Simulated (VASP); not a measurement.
# TaWC2 (R-3m) in VASP: notebook

TaWC2 is run at these levels: LDA; tasks: single point.

Program: VASP 6.6.1. These are calculated values, not measurements. Logs are shortened: lines on timing, memory, paths and dates and some standing lists are left out, and cuts for length are marked.

## (1) The cell of the first run

Symmetry: R-3m, No. 166, trigonal system. Conventional cell: a = 3.165 Å, b = 3.165 Å, c = 15.406 Å, α = 90.00°, β = 90.00°, γ = 120.00°. Within 2.9 Å of W (site symmetry -3m) lie 6 C at 2.22 Å. Within 3.0 Å of Ta (site symmetry -3m) lie 6 C at 2.24 Å. C (site symmetry 3m) has 3 W at 2.22 Å and 3 Ta at 2.24 Å within 2.9 Å.

## (2) Single point, LDA

INCAR

```
SYSTEM = TaWC2
ALGO = Normal
EDIFF = 1E-6
ENCUT = 520
GGA = CA
ISIF = 2
ISMEAR = -1
LASPH = .TRUE.
LCHARG = .FALSE.
LREAL = .FALSE.
LWAVE = .FALSE.
NBANDS = 24
NELM = 60
PREC = Accurate
SIGMA = 0.05
```

KPOINTS

```
k-points
0
G
  10 10 10
  0 0 0
```

POSCAR

```
TaWC2
1.0
    1.5822650862      0.9135211734      5.1354062173
   -1.5822650862      0.9135211734      5.1354062173
    0.0000000000     -1.8270423469      5.1354062173
W Ta C
1 1 2
Direct
    0.0000000000      0.0000000000      0.0000000000
    0.5000000000      0.5000000000      0.5000000000
    0.2509330000      0.2509330000      0.2509330000
    0.7490670000      0.7490670000      0.7490670000
```

Potentials or basis: VASP PAW LDA potentials, release 64 (W_sv, Ta_pv, C).

The run is started by

```console
$ cat potpaw_LDA.64/W_sv/POTCAR potpaw_LDA.64/Ta_pv/POTCAR potpaw_LDA.64/C/POTCAR > POTCAR
$ mpirun -np 1 vasp_std > vasp.out
```

OUTCAR:

```text
SYSTEM = TaWC2
   EDIFF = 1E-6
   ENCUT = 520
   GGA = CA
   ISIF = 2
   ISMEAR = -1
   LASPH = .TRUE.
   LREAL = .FALSE.
   NELM = 60
   PREC = Accurate

 ion  position               nearest neighbor table
   1  0.000  0.000  0.000-   4 2.22   3 2.22   4 2.22   4 2.22   3 2.22   3 2.22   2 3.15   2 3.15
                             2 3.15   2 3.15   2 3.15   2 3.15
   2  0.500  0.500  0.500-   3 2.24   4 2.24   3 2.24   3 2.24   4 2.24   4 2.24   1 3.15   1 3.15
                             1 3.15   1 3.15   1 3.15   1 3.15
   3  0.251  0.251  0.251-   1 2.22   1 2.22   1 2.22   2 2.24   2 2.24   2 2.24
   4  0.749  0.749  0.749-   1 2.22   1 2.22   1 2.22   2 2.24   2 2.24   2 2.24

  LATTYP: Found a trigonal (rhomboedric) cell.
 ALAT       =     5.4507321301
 COS(alpha) =     0.8314693846

  Lattice vectors:

 A1 = (   1.5822650862,   0.9135211734,   5.1354062173)
 A2 = (  -1.5822650862,   0.9135211734,   5.1354062173)
 A3 = (   0.0000000000,  -1.8270423469,   5.1354062173)

Analysis of symmetry for initial positions (statically):
=====================================================================
 Subroutine PRICEL returns:
 Original cell was already a primitive cell.

 Routine SETGRP: Setting up the symmetry group for a
 trigonal (rhombohedral) supercell.

 Subroutine GETGRP returns: Found 12 space group operations
 (whereof 12 operations were pure point group operations)
 out of a pool of 12 trial point group operations.

The static configuration has the point symmetry D_3d.

Analysis of symmetry for dynamics (positions and initial velocities):
=====================================================================
 Subroutine PRICEL returns:
 Original cell was already a primitive cell.

 Routine SETGRP: Setting up the symmetry group for a
 trigonal (rhombohedral) supercell.

 Subroutine GETGRP returns: Found 12 space group operations
 (whereof 12 operations were pure point group operations)
 out of a pool of 12 trial point group operations.

The dynamic configuration has the point symmetry D_3d.

 Subroutine INISYM returns: Found 12 space group operations
 (whereof 12 operations are pure point group operations),
 and found     1 'primitive' translations

----------------------------------------------------------------------------------------

                                     Primitive cell

  volume of cell :      44.5373

  direct lattice vectors                    reciprocal lattice vectors
     1.582265086  0.913521173  5.135406217     0.316002675  0.182444230  0.064908854
    -1.582265086  0.913521173  5.135406217    -0.316002675  0.182444230  0.064908854
     0.000000000 -1.827042347  5.135406217     0.000000000 -0.364888459  0.064908854

  length of vectors
     5.450732130  5.450732130  5.450732130     0.370616712  0.370616712  0.370616712

  position of ions in fractional coordinates (direct lattice)
     0.000000000  0.000000000  0.000000000
     0.500000000  0.500000000  0.500000000
     0.250933000  0.250933000  0.250933000
     0.749067000  0.749067000  0.749067000

  ion indices of the primitive-cell ions
   primitive index   ion index
                 1           1
                 2           2
                 3           3
                 4           4

----------------------------------------------------------------------------------------

 KPOINTS: k-points

Automatic generation of k-mesh.
 Grid dimensions read from file:
 generate k-points for:   10   10   10

 Generating k-lattice:

  Cartesian coordinates                     Fractional coordinates (reciprocal lattice)
     0.031600268  0.018244423  0.006490885     0.100000000  0.000000000  0.000000000
    -0.031600268  0.018244423  0.006490885     0.000000000  0.100000000  0.000000000
     0.000000000 -0.036488846  0.006490885     0.000000000  0.000000000  0.100000000

  Length of vectors
     0.037061671  0.037061671  0.037061671

  Shift w.r.t. Gamma in fractional coordinates (k-lattice)
     0.000000000  0.000000000  0.000000000

 Subroutine IBZKPT returns following result:
 ===========================================

 Found    116 irreducible k-points:

 Following reciprocal coordinates:
            Coordinates               Weight
  0.000000  0.000000  0.000000      1.000000
  0.100000  0.000000 -0.000000      6.000000
  0.200000  0.000000 -0.000000      6.000000
  0.300000  0.000000  0.000000      6.000000
  0.400000  0.000000 -0.000000      6.000000
  0.500000  0.000000  0.000000      3.000000
[... 16 lines left out ...]
  0.300000  0.300000 -0.000000      6.000000
  0.400000  0.300000  0.000000     12.000000
 [... further k-points ...]
   k-points           NKPTS =    116   k-points in BZ     NKDIM =    116   number of bands    NBANDS=     24
   number of dos      NEDOS =    301   number of ions     NIONS =      4
   total plane-waves  NPLWV =  74088
   dimension x,y,z NGX =    42 NGY =   42 NGZ =   42
   dimension x,y,z NGXF=    84 NGYF=   84 NGZF=   84
   ions per type =               1   1   2
   NGX,Y,Z   is equivalent  to a cutoff of  12.81, 12.81, 12.81 a.u.
   NGXF,Y,Z  is equivalent  to a cutoff of  25.62, 25.62, 25.62 a.u.
 SYSTEM =  TaWC2
   PREC   = accura    normal or accurate (medium, high low for compatibility)
   ISTART =      0    job   : 0-new  1-cont  2-samecut
   ICHARG =      2    charge: 1-file 2-atom 10-const
   ISPIN  =      1    spin polarized calculation?
   LNONCOLLINEAR =      F non collinear calculations
   LSORBIT =      F    spin-orbit coupling
   LASPH  =      T    aspherical Exc in radial PAW
   ENCUT  =  520.0 eV  38.22 Ry    6.18 a.u.  10.13 10.13 10.13*2*pi/ulx,y,z
   NELM   =     60;   NELMIN=  2; NELMDL= -5     # of ELM steps
   EDIFF  = 0.1E-05   stopping-criterion for ELM
   LREAL  =      F    real-space projection
   EDIFFG = 0.1E-04   stopping-criterion for IOM
   NSW    =      0    number of steps for IOM
   IBRION =     -1    ionic relax: 0-MD 1-quasi-New 2-CG
   NFREE  =      0    steps in history (QN), initial steepest desc. (CG)
   ISIF   =      2    stress and relaxation
   ISYM   =      2    0-nonsym 1-usesym 2-fastsym
   POTIM  = 0.5000    time-step for ionic-motion
   TEBEG  =    0.0;   TEEND  =   0.0 temperature during run
   PSTRESS=    0.0 pullay stress
   NELECT =      33.0000    total number of electrons
   NUPDOWN=      -1.0000    fix difference up-down
   EMIN   =  10.00;   EMAX   =-10.00  energy-range for DOS
   EFERMI =   0.00;   METHOD = LEGACY
   ISMEAR =    -1;   SIGMA  =   0.05  broadening in eV -4-tet -1-fermi 0-gaus
   EFERMI_NEDOS =   21; number of points for ismear=-14 and -15
   IALGO  =     38    algorithm
   IMIX   =      4    mixing-type and parameters
     AMIX     =   0.40;   BMIX     =  1.00
     AMIX_MAG =   1.60;   BMIX_MAG =  1.00
  volume/ion in A,a.u.               =      11.13        75.14
  Fermi-wavevector in a.u.,A,eV,Ry     =   1.481397  2.799435 29.858496  2.194538
  Thomas-Fermi vector in A             =   2.595312
   LORBIT       =      0    0 simple, 1 ext, 2 COOP (PROOUT), +10 PAW based schemes
   GGA     = CA    functional components
   LHFCALC =     F    Hartree Fock is set to
   AEXX    =    0.0000 exact exchange contribution
   IVDW    =     0    specifies the selected vdW correction
   LEPSILON=     F    determine dielectric tensor
   LRPA    =     F    only Hartree local field effects (RPA)
 non-spin polarized calculation
  energy-cutoff  :      520.00
  volume of cell :       44.54
 maximum number of plane-waves:      1214
 NGX is ok and might be reduce to    42
   NGX = 21   NGY = 21   NGZ = 21

 number of electron      33.0000002 magnetization

 Free energy of the ion-electron system (eV)
  ---------------------------------------------------
  ext. energy  EPLUGINS =         0.00000000
  ---------------------------------------------------
  free energy    TOTEN  =       -47.97415866 eV

  energy without entropy =      -47.95867565  energy(sigma->0) =      -47.96641716

 E-fermi :   9.8893     XC(G=0): -13.4698

 val. band max:        9.8891536135   @ k =  -0.1000   0.2000   0.1000
 cond. band min:       9.9017053997   @ k =  -0.3000   0.1000   0.0000
 fundamental gap:      0.0125517862
 Fermi energy:         9.8893024324

 k-point     1 :       0.0000    0.0000    0.0000
  band No.  band energies     occupation
      1     -64.9868      2.00000
      2     -29.4852      2.00000
      3     -29.3139      2.00000
      4     -29.3139      2.00000
      5     -25.6113      2.00000
      6     -25.2611      2.00000
[... 16 lines left out ...]
     23      12.7585      0.00000
     24      15.0243      0.00000

 k-point     2 :       0.1000    0.0000   -0.0000
  band No.  band energies     occupation
      1     -64.9850      2.00000
      2     -29.4778      2.00000
      3     -29.3494      2.00000
      4     -29.3222      2.00000
      5     -25.6052      2.00000
      6     -25.3130      2.00000
[... 16 lines left out ...]
     23      12.5183      0.00000
     24      15.8449      0.00000

 k-point     3 :       0.2000    0.0000   -0.0000
  band No.  band energies     occupation
      1     -64.9803      2.00000
      2     -29.4585      2.00000
      3     -29.4411      2.00000
      4     -29.3438      2.00000
      5     -25.5893      2.00000
      6     -25.4464      2.00000
[... 16 lines left out ...]
     23      13.8679      0.00000
     24      16.0496      0.00000
[... 514 lines left out ...]
 k-point    23 :       0.3000    0.3000   -0.0000
  band No.  band energies     occupation
      1     -64.9745      2.00000
      2     -29.5550      2.00000
      3     -29.4357      2.00000
      4     -29.3708      2.00000
      5     -25.6057      2.00000
      6     -25.5634      2.00000
[... 16 lines left out ...]
     23      15.7326      0.00000
     24      16.0717      0.00000

 k-point    24 :       0.4000    0.3000    0.0000
  band No.  band energies     occupation
      1     -64.9712      2.00000
      2     -29.6024      2.00000
      3     -29.4238      2.00000
      4     -29.4012      2.00000
      5     -25.6679      2.00000
      6     -25.5515      2.00000
[... 16 lines left out ...]
     23      15.6920      0.00000
     24      16.3673      0.00000

 [... further k-points ...]

------------------------ aborting loop because EDIFF is reached ----------------------------------------

  FORCE on cell =-STRESS in cart. coord.  units (eV):
  Direction    XX          YY          ZZ          XY          YZ          ZX
  --------------------------------------------------------------------------------------
  -------------------------------------------------------------------------------------
  Total       -5.8039283     -5.8039283     -5.7804632      0.0000000      0.0000000     -0.0000000
  in kB     -208.7895249   -208.7895248   -207.9453937      0.0000000      0.0000000     -0.0000000
  external PRESSURE =    -208.5081478 kB  Pullay stress =       0.0000000 kB

 VOLUME and BASIS-vectors are now :
 -----------------------------------------------------------------------------
  energy-cutoff  :      520.00
  volume of cell :       44.54
      direct lattice vectors                 reciprocal lattice vectors
     1.582265086  0.913521173  5.135406217     0.316002675  0.182444230  0.064908854
    -1.582265086  0.913521173  5.135406217    -0.316002675  0.182444230  0.064908854
     0.000000000 -1.827042347  5.135406217     0.000000000 -0.364888459  0.064908854

 POSITION                                       TOTAL-FORCE (eV/Angst)
 -----------------------------------------------------------------------------------
      0.00000      0.00000      0.00000        -0.000000     -0.000000      0.000000
      0.00000     -0.00000      7.70311         0.000000     -0.000000      0.000000
      0.00000     -0.00000      3.86593        -0.000000     -0.000000      0.078531
      0.00000     -0.00000     11.54029        -0.000000      0.000000     -0.078531
 -----------------------------------------------------------------------------------
    total drift:                                0.000000      0.000000      0.000000

  FREE ENERGIE OF THE ION-ELECTRON SYSTEM (eV)
  ---------------------------------------------------
  free  energy   TOTEN  =       -47.9741586633 eV

  energy  without entropy=      -47.9586756549  energy(sigma->0) =      -47.96641716
```

Run time: 7.6 min. Hardware: 1 thread of Intel Xeon 8259CL, shared host; peak memory 0.31 GiB.

Results:

| Property | Result |
| --- | --- |
| Free energy | -47.9742 eV |
| Pressure | -20.9 GPa |
| Largest force | 0.079 eV/Å |
| Band gap on the k mesh | zero (an odd number of electrons rules out a gap without spin polarisation) |

Forces on the atoms (eV/Å):
```
W    0.000  0.000  0.000
Ta   0.000  0.000  0.000
C    0.000  0.000  0.079
C    0.000  0.000 -0.079
```

Caveat: the cell stands under tension; spin-orbit coupling is left out, which moves the levels of the heavy elements.

[end of part 1 of 2]
